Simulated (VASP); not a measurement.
Input of a VASP 6.6.1 run:

Contents of INCAR:

```
SYSTEM = Mo
ALGO = Normal ; EDIFF = 1E-6
ENCUT = 520 ; GGA = PS
ISIF = 2 ; ISMEAR = -1
LASPH = .TRUE. ; LCHARG = .FALSE.
LREAL = .FALSE. ; LWAVE = .FALSE.
NBANDS = 13 ; NELM = 80
PREC = Accurate ; SIGMA = 0.05
```

Contents of KPOINTS:

```
k-points
0
G
  12 12 12
  0 0 0
```

POSCAR

```
Mo
1.0
   -1.5645401578      1.5645401578      1.5645401578
    1.5645401578     -1.5645401578      1.5645401578
    1.5645401578      1.5645401578     -1.5645401578
Mo
1
Direct
    0.0000000000      0.0000000000      0.0000000000
```

Potentials or basis: VASP PAW PBE potentials, release 64 (Mo_sv).

Launch:

```console
$ cat potpaw_PBE.64/Mo_sv/POTCAR > POTCAR
$ mpirun -np 1 vasp_std > vasp.out
```

**Question.** Predict the band gap on the k mesh.

**Answer.** Zero (band 7 reaches 16.92 eV, above the bottom of band 8 at 11.39 eV).

**Question.** What does it give for the pressure?

**Answer.** 0.6 GPa.

Caveat: the PAW data sets were made with another functional, which shifts forces and pressure a little.
